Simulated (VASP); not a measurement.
# TiTe2 (P-1) in VASP: a series of runs

Runs on TiTe2. Level: PBE. Tasks: single point.

All numbers are computed with VASP 6.6.1; they aren't measurements. Logs are shortened: lines on timing, memory, paths and dates and some standing lists are left out, and cuts for length are marked.

## Step 1: The cell of the first run

The typed cell holds 3 atoms: a = 3.777 Å, b = 3.793 Å, c = 6.498 Å, α = 90.00°, β = 90.00°, γ = 120.43°.

## Step 2: Single point, PBE

Contents of INCAR:

```
SYSTEM = TiTe2
  PREC = Accurate
  ENCUT = 520
  EDIFF = 1E-6
  ISMEAR = -1
  SIGMA = 0.05
  LREAL = .FALSE.
  LASPH = .TRUE.
  NELM = 100
  ALGO = Normal
  ISIF = 2
  LWAVE = .FALSE.
  LCHARG = .TRUE.
  GGA = PE
  LELF = .TRUE.
  LVHAR = .TRUE.
  NBANDS = 19
```

Contents of KPOINTS:

```
regular mesh
0
G
  7 7 4
  0 0 0
```

Contents of POSCAR:

```
TiTe2
1.0
    3.7770000000     -0.0188850000      0.0000000000
   -1.9048548898      3.2804204501      0.0000000000
    0.0000000000      0.0000000000      6.4980000000
Te Ti
2 1
Direct
    0.3333333333      0.6666666667      0.7372000000
    0.6666666667      0.3333333333      0.2628000000
    0.0000000000      0.0000000000      0.0000000000
```

Potentials or basis: VASP PAW PBE potentials, release 64 (Te, Ti_sv).

Started as:

```bash
> cat potpaw_PBE.64/Te/POTCAR potpaw_PBE.64/Ti_sv/POTCAR > POTCAR
> mpirun -np 1 vasp_std > vasp.out
```

OUTCAR:

```text
SYSTEM = TiTe2
   PREC = Accurate
   ENCUT = 520
   EDIFF = 1E-6
   ISMEAR = -1
   LREAL = .FALSE.
   LASPH = .TRUE.
   NELM = 100
   ISIF = 2
   GGA = PE

 ion  position               nearest neighbor table
   1  0.333  0.667  0.737-   3 2.76   3 2.77   3 2.78
   2  0.667  0.333  0.263-   3 2.76   3 2.77   3 2.78
   3  0.000  0.000  0.000-   2 2.76   1 2.76   2 2.77   1 2.77   1 2.78   2 2.78

  LATTYP: Found a simple monoclinic cell.
 ALAT       =     3.7606569647
 B/A-ratio  =     1.7278895845
 C/A-ratio  =     1.0043583469
 COS(beta)  =    -0.4934813924

  Lattice vectors:

 A1 = (   1.8721451102,   3.2615354501,   0.0000000000)
 A2 = (   0.0000000000,   0.0000000000,  -6.4980000000)
 A3 = (  -3.7770000000,   0.0188850000,   0.0000000000)

Analysis of symmetry for initial positions (statically):
=====================================================================
 Subroutine PRICEL returns:
 Original cell was already a primitive cell.

 Routine SETGRP: Setting up the symmetry group for a
 simple monoclinic supercell.

 Subroutine GETGRP returns: Found  2 space group operations
 (whereof  2 operations were pure point group operations)
 out of a pool of  4 trial point group operations.

The static configuration has the point symmetry S_2 .

Analysis of symmetry for dynamics (positions and initial velocities):
=====================================================================
 Subroutine PRICEL returns:
 Original cell was already a primitive cell.

 Routine SETGRP: Setting up the symmetry group for a
 simple monoclinic supercell.

 Subroutine GETGRP returns: Found  2 space group operations
 (whereof  2 operations were pure point group operations)
 out of a pool of  4 trial point group operations.

The dynamic configuration has the point symmetry S_2 .

 Subroutine INISYM returns: Found  2 space group operations
 (whereof  2 operations are pure point group operations),
 and found     1 'primitive' translations

----------------------------------------------------------------------------------------

                                     Primitive cell

  volume of cell :      80.2774

  direct lattice vectors                    reciprocal lattice vectors
     3.777000000 -0.018885000  0.000000000     0.265531328  0.154187140  0.000000000
    -1.904854890  3.280420450  0.000000000     0.001528633  0.305726610  0.000000000
     0.000000000  0.000000000  6.498000000     0.000000000  0.000000000  0.153893506

  length of vectors
     3.777047212  3.793366642  6.498000000     0.307051397  0.305730432  0.153893506

  position of ions in fractional coordinates (direct lattice)
     0.333333333  0.666666667  0.737200000
     0.666666667  0.333333333  0.262800000
     0.000000000  0.000000000  0.000000000

  ion indices of the primitive-cell ions
   primitive index   ion index
                 1           1
                 2           2
                 3           3

----------------------------------------------------------------------------------------

 KPOINTS: regular mesh

Automatic generation of k-mesh.
 Grid dimensions read from file:
 generate k-points for:    7    7    4

 Generating k-lattice:

  Cartesian coordinates                     Fractional coordinates (reciprocal lattice)
     0.037933047  0.022026734  0.000000000     0.142857143  0.000000000  0.000000000
     0.000218376  0.043675230  0.000000000     0.000000000  0.142857143  0.000000000
     0.000000000  0.000000000  0.038473376     0.000000000  0.000000000  0.250000000

  Length of vectors
     0.043864485  0.043675776  0.038473376

  Shift w.r.t. Gamma in fractional coordinates (k-lattice)
     0.000000000  0.000000000  0.000000000

 Subroutine IBZKPT returns following result:
 ===========================================

 Found     99 irreducible k-points:

 Following reciprocal coordinates:
            Coordinates               Weight
  0.000000  0.000000  0.000000      1.000000
  0.142857 -0.000000  0.000000      2.000000
  0.285714 -0.000000  0.000000      2.000000
  0.428571  0.000000  0.000000      2.000000
  0.000000  0.142857  0.000000      2.000000
  0.142857  0.142857  0.000000      2.000000
[... 16 lines left out ...]
 -0.428571  0.428571  0.000000      2.000000
 -0.285714  0.428571  0.000000      2.000000
 [... further k-points ...]
   k-points           NKPTS =     99   k-points in BZ     NKDIM =     99   number of bands    NBANDS=     19
   number of dos      NEDOS =    301   number of ions     NIONS =      3
   total plane-waves  NPLWV =  37632
   dimension x,y,z NGX =    28 NGY =   28 NGZ =   48
   dimension x,y,z NGXF=    56 NGYF=   56 NGZF=   96
   ions per type =               2   1
   NGX,Y,Z   is equivalent  to a cutoff of  12.32, 12.27, 12.28 a.u.
   NGXF,Y,Z  is equivalent  to a cutoff of  24.65, 24.54, 24.56 a.u.
 SYSTEM =  TiTe2
   PREC   = accura    normal or accurate (medium, high low for compatibility)
   ISTART =      0    job   : 0-new  1-cont  2-samecut
   ICHARG =      2    charge: 1-file 2-atom 10-const
   ISPIN  =      1    spin polarized calculation?
   LNONCOLLINEAR =      F non collinear calculations
   LSORBIT =      F    spin-orbit coupling
   LASPH  =      T    aspherical Exc in radial PAW
   ENCUT  =  520.0 eV  38.22 Ry    6.18 a.u.   7.02  7.05 12.08*2*pi/ulx,y,z
   NELM   =    100;   NELMIN=  2; NELMDL= -5     # of ELM steps
   EDIFF  = 0.1E-05   stopping-criterion for ELM
   LREAL  =      F    real-space projection
   EDIFFG = 0.1E-04   stopping-criterion for IOM
   NSW    =      0    number of steps for IOM
   IBRION =     -1    ionic relax: 0-MD 1-quasi-New 2-CG
   NFREE  =      0    steps in history (QN), initial steepest desc. (CG)
   ISIF   =      2    stress and relaxation
   ISYM   =      2    0-nonsym 1-usesym 2-fastsym
   POTIM  = 0.5000    time-step for ionic-motion
   TEBEG  =    0.0;   TEEND  =   0.0 temperature during run
   PSTRESS=    0.0 pullay stress
   NELECT =      24.0000    total number of electrons
   NUPDOWN=      -1.0000    fix difference up-down
   EMIN   =  10.00;   EMAX   =-10.00  energy-range for DOS
   EFERMI =   0.00;   METHOD = LEGACY
   ISMEAR =    -1;   SIGMA  =   0.05  broadening in eV -4-tet -1-fermi 0-gaus
   EFERMI_NEDOS =   21; number of points for ismear=-14 and -15
   IALGO  =     38    algorithm
   IMIX   =      4    mixing-type and parameters
     AMIX     =   0.40;   BMIX     =  1.00
     AMIX_MAG =   1.60;   BMIX_MAG =  1.00
  volume/ion in A,a.u.               =      26.76       180.58
  Fermi-wavevector in a.u.,A,eV,Ry     =   1.094664  2.068615 16.303710  1.198289
  Thomas-Fermi vector in A             =   2.230973
   LORBIT       =      0    0 simple, 1 ext, 2 COOP (PROOUT), +10 PAW based schemes
   GGA     = PE    functional components
   LHFCALC =     F    Hartree Fock is set to
   AEXX    =    0.0000 exact exchange contribution
   IVDW    =     0    specifies the selected vdW correction
   LEPSILON=     F    determine dielectric tensor
   LRPA    =     F    only Hartree local field effects (RPA)
 non-spin polarized calculation
  energy-cutoff  :      520.00
  volume of cell :       80.28
 maximum number of plane-waves:      2179
   NGX = 15   NGY = 15   NGZ = 25

 number of electron      23.9999998 magnetization

 Free energy of the ion-electron system (eV)
  ---------------------------------------------------
  ext. energy  EPLUGINS =         0.00000000
  ---------------------------------------------------
  free energy    TOTEN  =       -16.21385289 eV

  energy without entropy =      -16.20300953  energy(sigma->0) =      -16.20843121

 E-fermi :   6.7995     XC(G=0):  -9.8603

 val. band max:        6.7506146808   @ k =  -0.1429   0.1429   0.2500
 cond. band min:       6.8003468662   @ k =  -0.2857   0.2857   0.2500
 fundamental gap:      0.0497321854
 Fermi energy:         6.7995481725

 k-point     1 :       0.0000    0.0000    0.0000
  band No.  band energies     occupation
      1     -50.6583      2.00000
      2     -26.9170      2.00000
      3     -26.9111      2.00000
      4     -26.8800      2.00000
      5      -5.5823      2.00000
      6      -4.0794      2.00000
[... 11 lines left out ...]
     18      11.9242      0.00000
     19      12.7576      0.00000

 k-point     2 :       0.1429   -0.0000    0.0000
  band No.  band energies     occupation
      1     -50.6577      2.00000
      2     -26.9208      2.00000
      3     -26.9172      2.00000
      4     -26.8783      2.00000
      5      -5.3565      2.00000
      6      -3.9645      2.00000
[... 11 lines left out ...]
     18      12.8833      0.00000
     19      13.6418      0.00000

 k-point     3 :       0.2857   -0.0000    0.0000
  band No.  band energies     occupation
      1     -50.6564      2.00000
      2     -26.9377      2.00000
      3     -26.9224      2.00000
      4     -26.8742      2.00000
      5      -4.7429      2.00000
      6      -3.6984      2.00000
[... 11 lines left out ...]
     18      12.4021      0.00000
     19      13.0155      0.00000

 k-point     4 :       0.4286    0.0000    0.0000
  band No.  band energies     occupation
      1     -50.6554      2.00000
      2     -26.9519      2.00000
      3     -26.9258      2.00000
      4     -26.8709      2.00000
      5      -4.0011      2.00000
      6      -3.5614      2.00000
[... 11 lines left out ...]
     18      12.1889      0.00000
     19      12.3972      0.00000

 k-point     5 :       0.0000    0.1429    0.0000
  band No.  band energies     occupation
      1     -50.6578      2.00000
      2     -26.9227      2.00000
      3     -26.9150      2.00000
      4     -26.8783      2.00000
      5      -5.3592      2.00000
      6      -3.9666      2.00000
[... 11 lines left out ...]
     18      12.8994      0.00000
     19      13.6387      0.00000
[... 334 lines left out ...]
      2     -26.9487      2.00000
      3     -26.9342      2.00000
      4     -26.8701      2.00000
      5      -3.7399      2.00000
      6      -3.4808      2.00000
[... 11 lines left out ...]
     18      10.9745      0.00000
     19      14.8179      0.00000

 k-point    22 :       0.4286    0.4286    0.0000
  band No.  band energies     occupation
      1     -50.6553      2.00000
      2     -26.9546      2.00000
      3     -26.9256      2.00000
      4     -26.8707      2.00000
      5      -3.7741      2.00000
      6      -3.5851      2.00000
[... 11 lines left out ...]
     18      11.7879      0.00000
     19      13.5311      0.00000

 k-point    23 :      -0.4286    0.4286    0.0000
  band No.  band energies     occupation
      1     -50.6556      2.00000
      2     -26.9552      2.00000
      3     -26.9200      2.00000
      4     -26.8716      2.00000
      5      -4.0413      2.00000
      6      -3.5934      2.00000
[... 11 lines left out ...]
     18      12.3082      0.00000
     19      12.4736      0.00000

 k-point    24 :      -0.2857    0.4286    0.0000
  band No.  band energies     occupation
      1     -50.6558      2.00000
      2     -26.9488      2.00000
      3     -26.9228      2.00000
      4     -26.8723      2.00000
      5      -4.2768      2.00000
      6      -3.5652      2.00000
[... 11 lines left out ...]
     18      12.1139      0.00000
     19      13.5572      0.00000

 [... further k-points ...]
[... 5 lines left out ...]
  --------------------------------------------------------------------------------------
  -------------------------------------------------------------------------------------
  Total        0.3807572      0.3744955      0.5491013      0.1773084      0.0014849      0.0971363
  in kB        7.5991538      7.4741836     10.9589664      3.5387223      0.0296361      1.9386463
  external PRESSURE =       8.6774346 kB  Pullay stress =       0.0000000 kB

 VOLUME and BASIS-vectors are now :
 -----------------------------------------------------------------------------
  energy-cutoff  :      520.00
  volume of cell :       80.28
      direct lattice vectors                 reciprocal lattice vectors
     3.777000000 -0.018885000  0.000000000     0.265531328  0.154187140  0.000000000
    -1.904854890  3.280420450  0.000000000     0.001528633  0.305726610  0.000000000
     0.000000000  0.000000000  6.498000000     0.000000000  0.000000000  0.153893506

 POSITION                                       TOTAL-FORCE (eV/Angst)
 -----------------------------------------------------------------------------------
     -0.01090      2.18065      4.79033        -0.022781     -0.000273      0.000338
      1.88305      1.08088      1.70767         0.022781      0.000273     -0.000338
      0.00000      0.00000      0.00000         0.000000      0.000000      0.000000
 -----------------------------------------------------------------------------------
    total drift:                                0.000000     -0.000000     -0.000000

  FREE ENERGIE OF THE ION-ELECTRON SYSTEM (eV)
  ---------------------------------------------------
  free  energy   TOTEN  =       -16.2138528854 eV

  energy  without entropy=      -16.2030095275  energy(sigma->0) =      -16.20843121
```

Wall time 2.5 min (1 thread of Intel Xeon Platinum 8259CL at 2.50GHz (Skylake/Cascade Lake), shared host); peak memory 0.29 GiB.

What came out:

| Property | Result |
| --- | --- |
| Free energy | -16.2139 eV |
| Pressure | 0.9 GPa |
| Largest force | 0.023 eV/Å |
| Band gap on the k mesh | zero (band 12 reaches 7.23 eV, above the bottom of band 13 at 6.63 eV) |

Forces on the atoms (eV/Å):
```
Te  -0.023  0.000  0.000
Te   0.023  0.000  0.000
Ti   0.000  0.000  0.000
```

Caveat: spin-orbit coupling is left out, which moves the levels of the heavy elements.

## Step 3: Single point, PBE

Contents of INCAR:

```
PREC = Accurate
ENCUT = 520
EDIFF = 1E-6
ISMEAR = -1
SIGMA = 0.05
LREAL = F
LASPH = T
NELM = 100
ALGO = Normal
ISIF = 2
LWAVE = F
LCHARG = F
GGA = PE
NBANDS = 19
```

Contents of KPOINTS:

```
regular mesh
0
Gamma
  7 7 4
```

Contents of POSCAR:

```
TiTe2
1.0
    3.7770000000      0.0188850000      0.0000000000
   -1.8721451102      3.2615354501      0.0000000000
    0.0000000000      0.0000000000      6.4980000000
Te Ti
2 1
Direct
    0.3333333333      0.6666666667      0.7372000000
    0.6666666667      0.3333333333      0.2628000000
    0.0000000000      0.0000000000      0.0000000000
```

Potentials or basis: VASP PAW PBE potentials, release 64 (Te, Ti_sv).

Started as:

```bash
> cat potpaw_PBE.64/Te/POTCAR potpaw_PBE.64/Ti_sv/POTCAR > POTCAR
> mpirun -np 1 vasp_std > vasp.out
```

Wall time 2.3 min (1 thread of Intel Xeon Platinum 8259CL at 2.50GHz (Skylake/Cascade Lake), shared host); peak memory 0.29 GiB.

It converged, with:

```
Free energy            : -16.2139 eV
Pressure               : 0.9 GPa
Largest force          : 0.023 eV/Å
Band gap on the k mesh : zero (band 12 reaches 7.23 eV, above the bottom of band 13 at 6.63 eV)
```

Forces on the atoms (eV/Å):
```
Te   0.023  0.000  0.000
Te  -0.023  0.000  0.000
Ti   0.000  0.000  0.000
```

Stress tensor (GPa, compression positive):
```
 0.76 -0.35 -0.19
-0.35  0.75  0.00
-0.19  0.00  1.10
```

Levels at points of the mesh, in eV from the Fermi level:
```tsv
k point	band 9	band 10	band 11	band 12	band 13	band 14	band 15	band 16
(0.00, 0.00, 0.00)	-1.63	0.37	0.40	0.43	0.60	1.06	1.13	3.06
(0.00, 0.00, 0.50)	-1.61	-1.56	0.39	0.42	0.74	0.81	1.04	3.49
```

Caveat: spin-orbit coupling is left out, which moves the levels of the heavy elements.

## Step 4: Single point, PBE

Edit INCAR of step 3 so:

```diff
@@ -7,3 +7,3 @@
 LASPH = T
-NELM = 100
+NELM = 80
 ALGO = Normal
```

KPOINTS is that of step 3.

Contents of POSCAR:

```
TiTe2
1.0
    3.7770000000      0.0377700000      0.0000000000
   -1.8557902205      3.2520929501      0.0000000000
    0.0000000000      0.0000000000      6.4980000000
Te Ti
2 1
Direct
    0.3333333333      0.6666666667      0.7372000000
    0.6666666667      0.3333333333      0.2628000000
    0.0000000000      0.0000000000      0.0000000000
```

Started as:

```bash
> cat potpaw_PBE.64/Te/POTCAR potpaw_PBE.64/Ti_sv/POTCAR > POTCAR
> mpirun -np 1 vasp_std > vasp.out
```

It took 2.4 min on 1 thread of Intel Xeon Platinum 8259CL at 2.50GHz (Skylake/Cascade Lake), shared host; peak memory 0.29 GiB.

The run converged. Its results:

| Item | Value |
| --- | --- |
| Free energy | -16.2112 eV |
| Pressure | 0.9 GPa |
| Largest force | 0.046 eV/Å |
| Band gap on the k mesh | zero (band 12 reaches 7.25 eV, above the bottom of band 13 at 6.63 eV) |

Forces in eV/Å, atoms in the order of the input:
```
Te   0.046 -0.001 -0.004
Te  -0.046  0.001  0.004
Ti   0.000  0.000  0.000
```

Stress tensor (GPa, compression positive):
```
 0.78 -0.70 -0.39
-0.70  0.74  0.01
-0.39  0.01  1.14
```

Levels at points of the mesh, in eV from the Fermi level:
```tsv
k point	band 8	band 9	band 10	band 11	band 12	band 13	band 14	band 15	band 16	band 17
(0.00, 0.00, 0.00)	-1.71	-1.61	0.36	0.39	0.45	0.59	1.02	1.16	3.03	3.12
(0.00, 0.00, 0.50)	-2.63	-1.64	-1.54	0.37	0.44	0.70	0.84	1.04	3.46	3.55
```

Caveat: spin-orbit coupling is left out, which moves the levels of the heavy elements.

## Step 5: Single point, PBE

Contents of INCAR:

```
SYSTEM = TiTe2
ALGO = Normal ; EDIFF = 1E-7
ENCUT = 520 ; GGA = PE
ISIF = 2 ; ISMEAR = -1
LASPH = .True. ; LCHARG = .False.
LREAL = .False. ; LWAVE = .False.
NBANDS = 19 ; NELM = 60
PREC = Accurate ; SIGMA = 0.05
```

Contents of KPOINTS:

```
k-points
0
Gamma
  7 7 4
  0 0 0
```

Contents of POSCAR:

```
TiTe2
1.0
    3.7770000000      0.0755400000      0.0000000000
   -1.8230804410      3.2332079501      0.0000000000
    0.0000000000      0.0000000000      6.4980000000
Te Ti
2 1
Direct
    0.3333333333      0.6666666667      0.7372000000
    0.6666666667      0.3333333333      0.2628000000
    0.0000000000      0.0000000000      0.0000000000
```

Started as:

```bash
> cat potpaw_PBE.64/Te/POTCAR potpaw_PBE.64/Ti_sv/POTCAR > POTCAR
> mpirun -np 1 vasp_std > vasp.out
```

Wall time 2.8 min (1 thread of Intel Xeon Platinum 8259CL at 2.50GHz (Skylake/Cascade Lake), shared host); peak memory 0.29 GiB.

It converged, with:

| Property | Result |
| --- | --- |
| Free energy | -16.2005 eV |
| Pressure | 0.9 GPa |
| Largest force | 0.093 eV/Å |
| Band gap on the k mesh | zero (band 12 reaches 7.30 eV, above the bottom of band 13 at 6.62 eV) |

Forces in eV/Å, atoms in the order of the input:
```
Te   0.091 -0.004 -0.020
Te  -0.091  0.004  0.020
Ti   0.000  0.000  0.000
```

Stress tensor (GPa, compression positive):
```
 0.86 -1.40 -0.77
-1.40  0.70  0.05
-0.77  0.05  1.26
```

Levels at points of the mesh, in eV from the Fermi level:
```csv
k point,band 8,band 9,band 10,band 11,band 12,band 13,band 14,band 15,band 16,band 17
"(0.00, 0.00, 0.00)",-1.78,-1.57,0.32,0.37,0.47,0.57,0.93,1.22,2.97,3.16
"(0.00, 0.00, 0.50)",-2.64,-1.70,-1.50,0.33,0.46,0.62,0.90,1.03,3.40,3.59
```

Caveat: spin-orbit coupling is left out, which moves the levels of the heavy elements.

## Step 6: The runs side by side

```tsv
cell	gap on the mesh (eV)	pressure (GPa)	largest force (eV/Å)
a = 3.777, b = 3.793, c = 6.498 Å, angles 90.0, 90.0, 120.4°, 3 atoms	none	0.9	0.02
a = 3.777, b = 3.761, c = 6.498 Å, angles 90.0, 90.0, 119.6°, 3 atoms	none	0.9	0.02
a = 3.777, b = 3.744, c = 6.498 Å, angles 90.0, 90.0, 119.1°, 3 atoms	none	0.9	0.05
a = 3.778, b = 3.712, c = 6.498 Å, angles 90.0, 90.0, 118.3°, 3 atoms	none	0.9	0.09
```

Alike in all rows: task single point; level PBE; potentials or basis VASP PAW PBE potentials, release 64 (Te, Ti_sv); no spin polarisation; k mesh 7 × 7 × 4; cutoff (eV) 520; smearing fermi-dirac 0.05 eV.

Caveats: spin-orbit coupling is left out, which moves the levels of the heavy elements.

Total energies depend on the potentials used, so only differences within one code and one set of settings carry meaning.
